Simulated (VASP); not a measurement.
# MgO (P6_3mc) in VASP: a series of runs

The runs below take MgO through single point, with PBEsol.

All numbers are computed with VASP 6.6.1; they aren't measurements. Logs are shortened: lines on timing, memory, paths and dates and some standing lists are left out, and cuts for length are marked.

**1. The cell of the first run**

It takes space group P6_3mc (No. 186, hexagonal). Conventional cell: a = 3.419 Å, b = 3.419 Å, c = 4.819 Å, α = 90.00°, β = 90.00°, γ = 120.00°. Within 2.5 Å of Mg (site symmetry 3m) lie 4 O at 1.91 to 2.04 Å. O (site symmetry 3m) has 4 Mg at 1.91 to 2.04 Å within 2.5 Å.

**2. Single point, PBEsol**

INCAR

```
PREC = Accurate ; ENCUT = 520
EDIFF = 1E-7 ; ISMEAR = 0
SIGMA = 0.05 ; LREAL = F
LASPH = T ; NELM = 80
ALGO = Normal ; ISIF = 2
LWAVE = F ; LCHARG = F
GGA = PS ; NBANDS = 16
```

KPOINTS

```
Automatic mesh
0
Gamma
  9 9 6
```

POSCAR

```
MgO
1.0
    3.4191000000      0.0000000000      0.0000000000
   -1.7095500000      2.9610274581      0.0000000000
    0.0000000000      0.0000000000      4.8186000000
Mg O
2 2
Direct
    0.3333333333      0.6666666667      0.0036583380
    0.6666666667      0.3333333333      0.5036583380
    0.3333333333      0.6666666667      0.4009416620
    0.6666666667      0.3333333333      0.9009416620
```

Potentials or basis: VASP PAW PBE potentials, release 64 (Mg, O).

Started as:

```console
$ cat potpaw_PBE.64/Mg/POTCAR potpaw_PBE.64/O/POTCAR > POTCAR
$ mpirun -np 1 vasp_std > vasp.out
```

OUTCAR:

```text
PREC = Accurate
   ENCUT = 520
   EDIFF = 1E-7
   ISMEAR = 0
   LREAL = F
   LASPH = T
   NELM = 80
   ISIF = 2
   GGA = PS

 ion  position               nearest neighbor table
   1  0.333  0.667  0.004-   3 1.91   4 2.04   4 2.04   4 2.04   2 3.11   2 3.11   2 3.11   2 3.11
                             2 3.11   2 3.11
   2  0.667  0.333  0.504-   4 1.91   3 2.04   3 2.04   3 2.04   1 3.11   1 3.11   1 3.11   1 3.11
                             1 3.11   1 3.11
   3  0.333  0.667  0.401-   1 1.91   2 2.04   2 2.04   2 2.04
   4  0.667  0.333  0.901-   2 1.91   1 2.04   1 2.04   1 2.04

  LATTYP: Found a hexagonal cell.
 ALAT       =     3.4191000000
 C/A-ratio  =     1.4093182416

  Lattice vectors:

 A1 = (   3.4191000000,   0.0000000000,   0.0000000000)
 A2 = (  -1.7095500000,   2.9610274581,   0.0000000000)
 A3 = (   0.0000000000,   0.0000000000,   4.8186000000)

Analysis of symmetry for initial positions (statically):
=====================================================================
 Subroutine PRICEL returns:
 Original cell was already a primitive cell.

 Routine SETGRP: Setting up the symmetry group for a
 hexagonal supercell.

 Subroutine GETGRP returns: Found 12 space group operations
 (whereof  6 operations were pure point group operations)
 out of a pool of 24 trial point group operations.

The static configuration has the point symmetry C_3v.
 The point group associated with its full space group is C_6v.

Analysis of symmetry for dynamics (positions and initial velocities):
=====================================================================
 Subroutine PRICEL returns:
 Original cell was already a primitive cell.

 Routine SETGRP: Setting up the symmetry group for a
 hexagonal supercell.

 Subroutine GETGRP returns: Found 12 space group operations
 (whereof  6 operations were pure point group operations)
 out of a pool of 24 trial point group operations.

The dynamic configuration has the point symmetry C_3v.
 The point group associated with its full space group is C_6v.

 Subroutine INISYM returns: Found 12 space group operations
 (whereof  6 operations are pure point group operations),
 and found     1 'primitive' translations

----------------------------------------------------------------------------------------

                                     Primitive cell

  volume of cell :      48.7837

  direct lattice vectors                    reciprocal lattice vectors
     3.419100000  0.000000000  0.000000000     0.292474628  0.168860305  0.000000000
    -1.709550000  2.961027458  0.000000000     0.000000000  0.337720610  0.000000000
     0.000000000  0.000000000  4.818600000     0.000000000  0.000000000  0.207529158

  length of vectors
     3.419100000  3.419100000  4.818600000     0.337720610  0.337720610  0.207529158

  position of ions in fractional coordinates (direct lattice)
     0.333333333  0.666666667  0.003658338
     0.666666667  0.333333333  0.503658338
     0.333333333  0.666666667  0.400941662
     0.666666667  0.333333333  0.900941662

  ion indices of the primitive-cell ions
   primitive index   ion index
                 1           1
                 2           2
                 3           3
                 4           4

----------------------------------------------------------------------------------------

 KPOINTS: Automatic mesh

Automatic generation of k-mesh.
 Grid dimensions read from file:
 generate k-points for:    9    9    6

 Generating k-lattice:

  Cartesian coordinates                     Fractional coordinates (reciprocal lattice)
     0.032497181  0.018762256  0.000000000     0.111111111  0.000000000  0.000000000
     0.000000000  0.037524512  0.000000000     0.000000000  0.111111111  0.000000000
     0.000000000  0.000000000  0.034588193     0.000000000  0.000000000  0.166666667

  Length of vectors
     0.037524512  0.037524512  0.034588193

  Shift w.r.t. Gamma in fractional coordinates (k-lattice)
     0.000000000  0.000000000  0.000000000

 Subroutine IBZKPT returns following result:
 ===========================================

 Found     48 irreducible k-points:

 Following reciprocal coordinates:
            Coordinates               Weight
  0.000000  0.000000  0.000000      1.000000
  0.111111  0.000000  0.000000      6.000000
  0.222222  0.000000  0.000000      6.000000
  0.333333  0.000000  0.000000      6.000000
  0.444444  0.000000  0.000000      6.000000
  0.111111  0.111111  0.000000      6.000000
[... 16 lines left out ...]
  0.333333  0.222222  0.166667     24.000000
  0.333333  0.333333  0.166667      4.000000
 [... further k-points ...]
   k-points           NKPTS =     48   k-points in BZ     NKDIM =     48   number of bands    NBANDS=     16
   number of dos      NEDOS =    301   number of ions     NIONS =      4
   total plane-waves  NPLWV =  28224
   dimension x,y,z NGX =    28 NGY =   28 NGZ =   36
   dimension x,y,z NGXF=    56 NGYF=   56 NGZF=   72
   ions per type =               2   2
   NGX,Y,Z   is equivalent  to a cutoff of  13.61, 13.61, 12.42 a.u.
   NGXF,Y,Z  is equivalent  to a cutoff of  27.23, 27.23, 24.84 a.u.
 SYSTEM =  unknown system
   PREC   = accura    normal or accurate (medium, high low for compatibility)
   ISTART =      0    job   : 0-new  1-cont  2-samecut
   ICHARG =      2    charge: 1-file 2-atom 10-const
   ISPIN  =      1    spin polarized calculation?
   LNONCOLLINEAR =      F non collinear calculations
   LSORBIT =      F    spin-orbit coupling
   LASPH  =      T    aspherical Exc in radial PAW
   ENCUT  =  520.0 eV  38.22 Ry    6.18 a.u.   6.36  6.36  8.96*2*pi/ulx,y,z
   NELM   =     80;   NELMIN=  2; NELMDL= -5     # of ELM steps
   EDIFF  = 0.1E-06   stopping-criterion for ELM
   LREAL  =      F    real-space projection
   EDIFFG = 0.1E-05   stopping-criterion for IOM
   NSW    =      0    number of steps for IOM
   IBRION =     -1    ionic relax: 0-MD 1-quasi-New 2-CG
   NFREE  =      0    steps in history (QN), initial steepest desc. (CG)
   ISIF   =      2    stress and relaxation
   ISYM   =      2    0-nonsym 1-usesym 2-fastsym
   POTIM  = 0.5000    time-step for ionic-motion
   TEBEG  =    0.0;   TEEND  =   0.0 temperature during run
   PSTRESS=    0.0 pullay stress
   NELECT =      16.0000    total number of electrons
   NUPDOWN=      -1.0000    fix difference up-down
   EMIN   =  10.00;   EMAX   =-10.00  energy-range for DOS
   EFERMI =   0.00;   METHOD = LEGACY
   ISMEAR =     0;   SIGMA  =   0.05  broadening in eV -4-tet -1-fermi 0-gaus
   EFERMI_NEDOS =   21; number of points for ismear=-14 and -15
   IALGO  =     38    algorithm
   IMIX   =      4    mixing-type and parameters
     AMIX     =   0.40;   BMIX     =  1.00
     AMIX_MAG =   1.60;   BMIX_MAG =  1.00
  volume/ion in A,a.u.               =      12.20        82.30
  Fermi-wavevector in a.u.,A,eV,Ry     =   1.128989  2.133480 17.342212  1.274617
  Thomas-Fermi vector in A             =   2.265681
   LORBIT       =      0    0 simple, 1 ext, 2 COOP (PROOUT), +10 PAW based schemes
   GGA     = PS    functional components
   LHFCALC =     F    Hartree Fock is set to
   AEXX    =    0.0000 exact exchange contribution
   IVDW    =     0    specifies the selected vdW correction
   LEPSILON=     F    determine dielectric tensor
   LRPA    =     F    only Hartree local field effects (RPA)
 non-spin polarized calculation
 Gauss-broadening in eV      SIGMA  =   0.05
  energy-cutoff  :      520.00
  volume of cell :       48.78
 maximum number of plane-waves:      1332
 NGX is ok and might be reduce to    28
   NGX = 13   NGY = 13   NGZ = 17

 number of electron      15.9999996 magnetization

 Free energy of the ion-electron system (eV)
  ---------------------------------------------------
  ext. energy  EPLUGINS =         0.00000000
  ---------------------------------------------------
  free energy    TOTEN  =       -24.42352287 eV

  energy without entropy =      -24.42352287  energy(sigma->0) =      -24.42352287

 E-fermi :   1.2199     XC(G=0):  -9.8318

 val. band max:        0.9127125949   @ k =   0.0000   0.0000   0.0000
 cond. band min:       4.0173693469   @ k =   0.0000   0.0000   0.0000
 fundamental gap:      3.1046567520
 Fermi energy:         1.2199367111

 k-point     1 :       0.0000    0.0000    0.0000
  band No.  band energies     occupation
      1     -15.2393      2.00000
      2     -14.3565      2.00000
      3      -2.2652      2.00000
      4      -0.0239      2.00000
      5      -0.0239      2.00000
      6       0.4238      2.00000
[... 8 lines left out ...]
     15      16.4723      0.00000
     16      16.5239      0.00000

 k-point     2 :       0.1111    0.0000    0.0000
  band No.  band energies     occupation
      1     -15.1841      2.00000
      2     -14.3468      2.00000
      3      -2.1580      2.00000
      4      -0.2910      2.00000
      5      -0.1082      2.00000
      6       0.0641      2.00000
[... 8 lines left out ...]
     15      16.4000      0.00000
     16      16.5289      0.00000

 k-point     3 :       0.2222    0.0000    0.0000
  band No.  band energies     occupation
      1     -15.0347      2.00000
      2     -14.3284      2.00000
      3      -1.8569      2.00000
      4      -1.0169      2.00000
      5      -0.4464      2.00000
      6      -0.2863      2.00000
[... 8 lines left out ...]
     15      15.4809      0.00000
     16      15.5759      0.00000

 k-point     4 :       0.3333    0.0000    0.0000
  band No.  band energies     occupation
      1     -14.8384      2.00000
      2     -14.3288      2.00000
      3      -1.7427      2.00000
      4      -1.3981      2.00000
      5      -0.8656      2.00000
      6      -0.4570      2.00000
[... 8 lines left out ...]
     15      14.9511      0.00000
     16      15.5214      0.00000

 k-point     5 :       0.4444    0.0000    0.0000
  band No.  band energies     occupation
      1     -14.6740      2.00000
      2     -14.3620      2.00000
      3      -2.1318      2.00000
      4      -1.1417      2.00000
      5      -0.9530      2.00000
      6      -0.5574      2.00000
[... 8 lines left out ...]
     15      14.7393      0.00000
     16      15.8597      0.00000

 k-point     6 :       0.1111    0.1111    0.0000
  band No.  band energies     occupation
      1     -15.0817      2.00000
      2     -14.3327      2.00000
      3      -1.9532      2.00000
      4      -0.6970      2.00000
      5      -0.5619      2.00000
      6      -0.0529      2.00000
[... 8 lines left out ...]
     15      15.4536      0.00000
     16      15.9477      0.00000
[... 267 lines left out ...]
 k-point    21 :       0.4444    0.1111    0.1667
  band No.  band energies     occupation
      1     -14.6019      2.00000
      2     -14.3923      2.00000
      3      -2.2021      2.00000
      4      -1.4232      2.00000
      5      -0.8618      2.00000
      6      -0.3996      2.00000
[... 8 lines left out ...]
     15      14.2881      0.00000
     16      15.9965      0.00000

 k-point    22 :       0.2222    0.2222    0.1667
  band No.  band energies     occupation
      1     -14.7098      2.00000
      2     -14.3649      2.00000
      3      -1.7619      2.00000
      4      -1.6426      2.00000
      5      -0.6724      2.00000
      6      -0.5581      2.00000
[... 8 lines left out ...]
     15      14.3653      0.00000
     16      16.5059      0.00000

 k-point    23 :       0.3333    0.2222    0.1667
  band No.  band energies     occupation
      1     -14.5710      2.00000
      2     -14.4007      2.00000
      3      -1.9701      2.00000
      4      -1.4481      2.00000
      5      -1.0747      2.00000
      6      -0.3107      2.00000
[... 8 lines left out ...]
     15      14.1555      0.00000
     16      16.4744      0.00000

 k-point    24 :       0.3333    0.3333    0.1667
  band No.  band energies     occupation
      1     -14.4679      2.00000
      2     -14.4679      2.00000
      3      -1.8417      2.00000
      4      -1.3656      2.00000
      5      -1.3656      2.00000
      6      -0.3721      2.00000
[... 8 lines left out ...]
     15      14.0848      0.00000
     16      17.2068      0.00000

 [... further k-points ...]
[... 5 lines left out ...]
  --------------------------------------------------------------------------------------
  -------------------------------------------------------------------------------------
  Total       -2.4876933     -2.4876933      1.9178765      0.0000000      0.0000000      0.0000000
  in kB      -81.7019283    -81.7019283     62.9877511      0.0000000      0.0000000      0.0000000
  external PRESSURE =     -33.4720351 kB  Pullay stress =       0.0000000 kB

 VOLUME and BASIS-vectors are now :
 -----------------------------------------------------------------------------
  energy-cutoff  :      520.00
  volume of cell :       48.78
      direct lattice vectors                 reciprocal lattice vectors
     3.419100000  0.000000000  0.000000000     0.292474628  0.168860305  0.000000000
    -1.709550000  2.961027458  0.000000000     0.000000000  0.337720610  0.000000000
     0.000000000  0.000000000  4.818600000     0.000000000  0.000000000  0.207529158

 POSITION                                       TOTAL-FORCE (eV/Angst)
 -----------------------------------------------------------------------------------
     -0.00000      1.97402      0.01763        -0.000000      0.000000     -0.835649
      1.70955      0.98701      2.42693         0.000000      0.000000     -0.835649
     -0.00000      1.97402      1.93198        -0.000000      0.000000      0.835649
      1.70955      0.98701      4.34128         0.000000     -0.000000      0.835649
 -----------------------------------------------------------------------------------
    total drift:                               -0.000000      0.000000     -0.001163

  FREE ENERGIE OF THE ION-ELECTRON SYSTEM (eV)
  ---------------------------------------------------
  free  energy   TOTEN  =       -24.4235228693 eV

  energy  without entropy=      -24.4235228693  energy(sigma->0) =      -24.42352287
```

It took 19 s on 1 thread of Intel Xeon 6975P-C (Granite Rapids), shared host; peak memory 0.18 GiB.

What came out:

```yaml
Free_energy: -24.4235 eV
Pressure: -3.3 GPa
Largest_force: 0.836 eV/Å
Band_gap_on_the_k_mesh: 3.10 eV, direct
```

Forces in eV/Å, atoms in the order of the input:
```
Mg   0.000  0.000 -0.836
Mg   0.000  0.000 -0.836
O    0.000  0.000  0.836
O    0.000  0.000  0.836
```

Stress tensor (GPa, compression positive):
```
-8.17  0.00  0.00
 0.00 -8.17  0.00
 0.00  0.00  6.30
```

Caveat: the PAW data sets were made with another functional, which shifts forces and pressure a little. A hybrid or GW would open this gap; PBEsol tends to underestimate it.

(Part 1 of 2 ends here.)
